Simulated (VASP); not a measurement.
## Ru: single point with RPBE

Ru:

```
CELL_PARAMETERS angstrom
2.73239 0.00000 0.00000
-1.36619 2.36632 0.00000
0.00000 0.00000 4.31875
ATOMIC_POSITIONS crystal
Ru 0.66667 0.33333 0.75000
Ru 0.33333 0.66667 0.25000
```

```
Program                : VASP 6.6.1
Task                   : single point
Functional             : RPBE
Potentials or basis    : VASP PAW PBE potentials, release 64 (Ru_pv)
Cutoff                 : 520 eV
k mesh                 : 11 × 11 × 6
Occupations            : fermi-dirac, width 0.05 eV
Spin                   : no spin polarisation
Dipole correction      : no
Further INCAR settings : ALGO = Normal; EDIFF = 1e-06; NBANDS = 21
```

| Quantity | Value |
| --- | --- |
| Pressure | 0.1 GPa |
| Band gap on the k mesh | zero (band 14 reaches 13.83 eV, above the bottom of band 15 at 10.90 eV) |

Levels at points of the mesh, in eV from the Fermi level:
```csv
k point,band 10,band 11,band 12,band 13,band 14,band 15,band 16,band 17,band 18,band 19
"(0.00, 0.00, 0.00)",-2.42,-2.24,-1.77,-1.77,-1.28,-1.28,1.19,1.19,1.36,10.08
"(0.00, 0.00, 0.50)",-2.58,-2.58,-2.58,-2.54,-2.54,0.58,0.58,0.58,0.58,10.61
```

It took 26 s on 1 thread of Intel(R) Xeon(R) Platinum 8259CL CPU @ 2.50GHz (Skylake/Cascade Lake), on a shared host, peak memory 0.15 GiB.

Caveat: the PAW data sets were made with another functional, which shifts forces and pressure a little.
